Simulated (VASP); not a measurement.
# H (Cmce) in VASP: notebook

Runs on H. Level: PBE. Tasks: single point.

Everything below comes from runs of VASP 6.6.1. Logs are shortened: lines on timing, memory, paths and dates and some standing lists are left out, and cuts for length are marked.

## Step 1: The cell of the first run

The structure is orthorhombic, space group Cmce (No. 64). Conventional cell: a = 5.062 Å, b = 4.856 Å, c = 4.608 Å, α = 90.00°, β = 90.00°, γ = 90.00°. H (site symmetry m) has 1 H at 0.72 Å within 1.0 Å.

## Step 2: Single point, PBE (volume changed by -10%)

INCAR reads:

```
SYSTEM = H
ALGO = Normal
EDIFF = 1E-6
ENCUT = 500
GGA = PE
GGA_COMPAT = .FALSE.
ISIF = 2
ISMEAR = 0
LASPH = .TRUE.
LCHARG = .FALSE.
LREAL = .FALSE.
LWAVE = .FALSE.
NBANDS = 10
NELM = 120
PREC = Accurate
SIGMA = 0.01
```

KPOINTS reads:

```
k-points
0
G
  4 4 4
  0 0 0
```

POSCAR reads:

```
H
1.0
    2.5307558890     -2.4280906777      0.0000000000
    2.5307558890      2.4280906777      0.0000000000
    0.0000000000      0.0000000000      4.6077955412
H
4
Direct
    0.9500153652      0.0499846348      0.0571770718
    0.4500153652      0.5499846348      0.4428229282
    0.5499846348      0.4500153652      0.5571770718
    0.0499846348      0.9500153652      0.9428229282
```

Potentials or basis: VASP PAW PBE potentials, release 64 (H).

On the command line:

```sh
> cat potpaw_PBE.64/H/POTCAR > POTCAR
> mpirun -np 1 vasp_std > vasp.out
```

OUTCAR:

```text
SYSTEM = H
   EDIFF = 1E-6
   ENCUT = 500
   GGA = PE
   ISIF = 2
   ISMEAR = 0
   LASPH = .TRUE.
   LREAL = .FALSE.
   NELM = 120
   PREC = Accurate

 ion  position               nearest neighbor table
   1  0.950  0.050  0.057-   4 0.72
   2  0.450  0.550  0.443-   3 0.72
   3  0.550  0.450  0.557-   2 0.72
   4  0.050  0.950  0.943-   1 0.72

  LATTYP: Found a base centered orthorhombic cell.
 ALAT       =     4.8561813554
 B/A-ratio  =     1.0422822806
 C/A-ratio  =     0.9488516190

  Lattice vectors:

 A1 = (  -2.5307558890,  -2.4280906777,   0.0000000000)
 A2 = (   2.5307558890,  -2.4280906777,   0.0000000000)
 A3 = (   0.0000000000,   0.0000000000,   4.6077955412)

Analysis of symmetry for initial positions (statically):
=====================================================================
 Subroutine PRICEL returns:
 Original cell was already a primitive cell.

 Routine SETGRP: Setting up the symmetry group for a
 base centered orthorhombic supercell.

 Subroutine GETGRP returns: Found  8 space group operations
 (whereof  4 operations were pure point group operations)
 out of a pool of  8 trial point group operations.

The static configuration has the point symmetry C_2h.
 The point group associated with its full space group is D_2h.

Analysis of symmetry for dynamics (positions and initial velocities):
=====================================================================
 Subroutine PRICEL returns:
 Original cell was already a primitive cell.

 Routine SETGRP: Setting up the symmetry group for a
 base centered orthorhombic supercell.

 Subroutine GETGRP returns: Found  8 space group operations
 (whereof  4 operations were pure point group operations)
 out of a pool of  8 trial point group operations.

The dynamic configuration has the point symmetry C_2h.
 The point group associated with its full space group is D_2h.

 Subroutine INISYM returns: Found  8 space group operations
 (whereof  4 operations are pure point group operations),
 and found     1 'primitive' translations

----------------------------------------------------------------------------------------

                                     Primitive cell

  volume of cell :      56.6289

  direct lattice vectors                    reciprocal lattice vectors
     2.530755889 -2.428090678  0.000000000     0.197569431 -0.205923117  0.000000000
     2.530755889  2.428090678  0.000000000     0.197569431  0.205923117  0.000000000
     0.000000000  0.000000000  4.607795541     0.000000000  0.000000000  0.217023518

  length of vectors
     3.507185440  3.507185440  4.607795541     0.285373457  0.285373457  0.217023518

  position of ions in fractional coordinates (direct lattice)
     0.950015365  0.049984635  0.057177072
     0.450015365  0.549984635  0.442822928
     0.549984635  0.450015365  0.557177072
     0.049984635  0.950015365  0.942822928

  ion indices of the primitive-cell ions
   primitive index   ion index
                 1           1
                 2           2
                 3           3
                 4           4

----------------------------------------------------------------------------------------

 KPOINTS: k-points

Automatic generation of k-mesh.
 Grid dimensions read from file:
 generate k-points for:    4    4    4

 Generating k-lattice:

  Cartesian coordinates                     Fractional coordinates (reciprocal lattice)
     0.049392358 -0.051480779  0.000000000     0.250000000  0.000000000  0.000000000
     0.049392358  0.051480779  0.000000000     0.000000000  0.250000000  0.000000000
     0.000000000  0.000000000  0.054255880     0.000000000  0.000000000  0.250000000

  Length of vectors
     0.071343364  0.071343364  0.054255880

  Shift w.r.t. Gamma in fractional coordinates (k-lattice)
     0.000000000  0.000000000  0.000000000

 Subroutine IBZKPT returns following result:
 ===========================================

 Found     21 irreducible k-points:

 Following reciprocal coordinates:
            Coordinates               Weight
  0.000000  0.000000  0.000000      1.000000
  0.250000  0.000000  0.000000      4.000000
  0.500000  0.000000  0.000000      2.000000
  0.250000  0.250000  0.000000      2.000000
  0.500000  0.250000  0.000000      4.000000
 -0.250000  0.250000  0.000000      2.000000
[... 13 lines left out ...]
 -0.250000  0.250000  0.500000      2.000000
  0.500000  0.500000  0.500000      1.000000
   k-points           NKPTS =     21   k-points in BZ     NKDIM =     21   number of bands    NBANDS=     10
   number of dos      NEDOS =    301   number of ions     NIONS =      4
   total plane-waves  NPLWV =  28224
   dimension x,y,z NGX =    28 NGY =   28 NGZ =   36
   dimension x,y,z NGXF=    56 NGYF=   56 NGZF=   72
   ions per type =               4
   NGX,Y,Z   is equivalent  to a cutoff of  13.27, 13.27, 12.99 a.u.
   NGXF,Y,Z  is equivalent  to a cutoff of  26.54, 26.54, 25.98 a.u.
 SYSTEM =  H
   PREC   = accura    normal or accurate (medium, high low for compatibility)
   ISTART =      0    job   : 0-new  1-cont  2-samecut
   ICHARG =      2    charge: 1-file 2-atom 10-const
   ISPIN  =      1    spin polarized calculation?
   LNONCOLLINEAR =      F non collinear calculations
   LSORBIT =      F    spin-orbit coupling
   LASPH  =      T    aspherical Exc in radial PAW
   ENCUT  =  500.0 eV  36.75 Ry    6.06 a.u.   6.39  6.39  8.40*2*pi/ulx,y,z
   NELM   =    120;   NELMIN=  2; NELMDL= -5     # of ELM steps
   EDIFF  = 0.1E-05   stopping-criterion for ELM
   LREAL  =      F    real-space projection
   EDIFFG = 0.1E-04   stopping-criterion for IOM
   NSW    =      0    number of steps for IOM
   IBRION =     -1    ionic relax: 0-MD 1-quasi-New 2-CG
   NFREE  =      0    steps in history (QN), initial steepest desc. (CG)
   ISIF   =      2    stress and relaxation
   ISYM   =      2    0-nonsym 1-usesym 2-fastsym
   POTIM  = 0.5000    time-step for ionic-motion
   TEBEG  =    0.0;   TEEND  =   0.0 temperature during run
   PSTRESS=    0.0 pullay stress
   NELECT =       4.0000    total number of electrons
   NUPDOWN=      -1.0000    fix difference up-down
   EMIN   =  10.00;   EMAX   =-10.00  energy-range for DOS
   EFERMI =   0.00;   METHOD = LEGACY
   ISMEAR =     0;   SIGMA  =   0.01  broadening in eV -4-tet -1-fermi 0-gaus
   EFERMI_NEDOS =   21; number of points for ismear=-14 and -15
   IALGO  =     38    algorithm
   IMIX   =      4    mixing-type and parameters
     AMIX     =   0.40;   BMIX     =  1.00
     AMIX_MAG =   1.60;   BMIX_MAG =  1.00
  volume/ion in A,a.u.               =      14.16        95.54
  Fermi-wavevector in a.u.,A,eV,Ry     =   0.676730  1.278834  6.230970  0.457963
  Thomas-Fermi vector in A             =   1.754129
   LORBIT       =      0    0 simple, 1 ext, 2 COOP (PROOUT), +10 PAW based schemes
   GGA     = PE    functional components
   LHFCALC =     F    Hartree Fock is set to
   AEXX    =    0.0000 exact exchange contribution
   IVDW    =     0    specifies the selected vdW correction
   LEPSILON=     F    determine dielectric tensor
   LRPA    =     F    only Hartree local field effects (RPA)
 non-spin polarized calculation
 Gauss-broadening in eV      SIGMA  =   0.01
  energy-cutoff  :      500.00
  volume of cell :       56.63
 maximum number of plane-waves:      1456
 NGX is ok and might be reduce to    28
   NGX = 13   NGY = 13   NGZ = 17

 number of electron       4.0000002 magnetization

 Free energy of the ion-electron system (eV)
  ---------------------------------------------------
  ext. energy  EPLUGINS =         0.00000000
  ---------------------------------------------------
  free energy    TOTEN  =       -13.53650697 eV

  energy without entropy =      -13.53650697  energy(sigma->0) =      -13.53650697

 E-fermi :  -8.8255     XC(G=0):  -4.8565

 val. band max:       -8.9296865168   @ k =   0.0000   0.0000   0.0000
 cond. band min:       0.7423532689   @ k =   0.5000   0.0000   0.5000
 fundamental gap:      9.6720397857
 Fermi energy:        -8.8254852376

 k-point     1 :       0.0000    0.0000    0.0000
  band No.  band energies     occupation
      1     -10.4559      2.00000
      2      -8.9297      2.00000
      3       1.9027      0.00000
      4       3.8452      0.00000
      5       5.3698      0.00000
      6       6.6570      0.00000
      7       7.7287      0.00000
      8       9.3689      0.00000
      9      10.7538      0.00000
     10      10.8868      0.00000

 k-point     2 :       0.2500    0.0000    0.0000
  band No.  band energies     occupation
      1     -10.1300      2.00000
      2      -9.0063      2.00000
      3       2.3108      0.00000
      4       3.2070      0.00000
      5       3.3352      0.00000
      6       6.7811      0.00000
      7       8.1815      0.00000
      8       9.0629      0.00000
      9      10.7133      0.00000
     10      12.3229      0.00000

 k-point     3 :       0.5000    0.0000    0.0000
  band No.  band energies     occupation
      1      -9.4400      2.00000
      2      -9.4400      2.00000
      3       1.9954      0.00000
      4       1.9954      0.00000
      5       4.8520      0.00000
      6       4.8520      0.00000
      7       9.3820      0.00000
      8       9.3820      0.00000
      9      10.4121      0.00000
     10      10.4121      0.00000

 k-point     4 :       0.2500    0.2500    0.0000
  band No.  band energies     occupation
      1      -9.8919      2.00000
      2      -8.9775      2.00000
      3       2.8196      0.00000
      4       2.8200      0.00000
      5       3.1488      0.00000
      6       5.1298      0.00000
      7       8.3096      0.00000
      8       8.8117      0.00000
      9      10.4575      0.00000
     10      11.5254      0.00000

 k-point     5 :       0.5000    0.2500    0.0000
  band No.  band energies     occupation
      1      -9.3603      2.00000
      2      -9.2310      2.00000
      3       1.7497      0.00000
      4       2.3738      0.00000
      5       4.7202      0.00000
      6       5.7247      0.00000
      7       6.7574      0.00000
      8       7.1197      0.00000
      9      10.5503      0.00000
     10      10.7560      0.00000

 k-point     6 :      -0.2500    0.2500    0.0000
  band No.  band energies     occupation
      1      -9.8053      2.00000
      2      -9.0658      2.00000
      3       1.9778      0.00000
      4       3.7559      0.00000
      5       3.9062      0.00000
      6       3.9985      0.00000
      7       7.5618      0.00000
      8       9.9784      0.00000
      9      10.6546      0.00000
     10      11.5343      0.00000
[... 144 lines left out ...]
 k-point    18 :       0.2500    0.2500    0.5000
  band No.  band energies     occupation
      1      -9.4199      2.00000
      2      -9.4199      2.00000
      3       1.7970      0.00000
      4       1.7970      0.00000
      5       4.7669      0.00000
      6       4.7669      0.00000
      7       9.3804      0.00000
      8       9.3804      0.00000
      9      10.8968      0.00000
     10      10.8968      0.00000

 k-point    19 :       0.5000    0.2500    0.5000
  band No.  band energies     occupation
      1      -9.2477      2.00000
      2      -9.2477      2.00000
      3       1.4345      0.00000
      4       1.4345      0.00000
      5       4.9486      0.00000
      6       4.9486      0.00000
      7       7.3105      0.00000
      8       7.3105      0.00000
      9      11.9806      0.00000
     10      11.9806      0.00000

 k-point    20 :      -0.2500    0.2500    0.5000
  band No.  band energies     occupation
      1      -9.4055      2.00000
      2      -9.4055      2.00000
      3       1.4093      0.00000
      4       1.4093      0.00000
      5       5.4918      0.00000
      6       5.4918      0.00000
      7       9.1073      0.00000
      8       9.1073      0.00000
      9      10.5319      0.00000
     10      10.5319      0.00000

 k-point    21 :       0.5000    0.5000    0.5000
  band No.  band energies     occupation
      1      -9.1068      2.00000
      2      -9.1068      2.00000
      3       2.7721      0.00000
      4       2.7721      0.00000
      5       3.9346      0.00000
      6       3.9346      0.00000
      7       4.4970      0.00000
      8       4.4970      0.00000
      9      13.4328      0.00000
     10      13.4328      0.00000

------------------------ aborting loop because EDIFF is reached ----------------------------------------

  FORCE on cell =-STRESS in cart. coord.  units (eV):
  Direction    XX          YY          ZZ          XY          YZ          ZX
  --------------------------------------------------------------------------------------
  -------------------------------------------------------------------------------------
  Total       -0.0480717      0.7942087      0.9535202      0.0000000      0.0000000      0.0000000
  in kB       -1.3600717     22.4701977     26.9775272      0.0000000      0.0000000      0.0000000
  external PRESSURE =      16.0292178 kB  Pullay stress =       0.0000000 kB

 VOLUME and BASIS-vectors are now :
 -----------------------------------------------------------------------------
  energy-cutoff  :      500.00
  volume of cell :       56.63
      direct lattice vectors                 reciprocal lattice vectors
     2.530755889 -2.428090678  0.000000000     0.197569431 -0.205923117  0.000000000
     2.530755889  2.428090678  0.000000000     0.197569431  0.205923117  0.000000000
     0.000000000  0.000000000  4.607795541     0.000000000  0.000000000  0.217023518

 POSITION                                       TOTAL-FORCE (eV/Angst)
 -----------------------------------------------------------------------------------
      2.53076     -2.18536      0.26346         0.000000      0.885011      0.959939
      2.53076      0.24273      2.04044         0.000000      0.885011     -0.959939
      2.53076     -0.24273      2.56736         0.000000     -0.885011      0.959939
      2.53076      2.18536      4.34434         0.000000     -0.885011     -0.959939
 -----------------------------------------------------------------------------------
    total drift:                               -0.000000     -0.000000     -0.000000

  FREE ENERGIE OF THE ION-ELECTRON SYSTEM (eV)
  ---------------------------------------------------
  free  energy   TOTEN  =       -13.5365069683 eV

  energy  without entropy=      -13.5365069683  energy(sigma->0) =      -13.53650697
```

Run time: 15 s. Hardware: 1 thread of Intel Xeon 8259CL, shared host; peak memory 0.15 GiB.

What came out:

| Quantity | Value |
| --- | --- |
| Free energy | -13.5365 eV |
| Pressure | 1.6 GPa |
| Largest force | 1.306 eV/Å |
| Band gap on the k mesh | 9.67 eV, indirect (least direct gap 10.12 eV) |

Forces on the atoms (eV/Å):
```
H    0.000  0.885  0.960
H    0.000  0.885 -0.960
H    0.000 -0.885  0.960
H    0.000 -0.885 -0.960
```

Levels at points of the mesh, in eV from the valence-band top:
```
           k point  band 1  band 2  band 3  band 4  band 5  band 6  band 7
(0.00, 0.00, 0.00)   -1.53    0.00   10.83   12.77   14.30   15.59   16.66
(0.50, 0.00, 0.00)   -0.51   -0.51   10.93   10.93   13.78   13.78   18.31
(0.50, 0.50, 0.00)   -0.31   -0.12   10.44   11.12   14.13   15.60   15.81
(0.00, 0.00, 0.50)   -0.81   -0.81   11.04   11.04   16.30   16.30   18.32
(0.50, 0.00, 0.50)   -0.45   -0.45    9.67    9.67   16.30   16.30   17.65
(0.50, 0.50, 0.50)   -0.18   -0.18   11.70   11.70   12.86   12.86   13.43
```

Caveat: the k points lie up to 0.45 Å⁻¹ apart; forces of over 1 eV/Å act on the atoms, so gaps and moduli don't describe the material at rest. A k mesh can miss the band edges.

(Continued in part 2 of 2.)
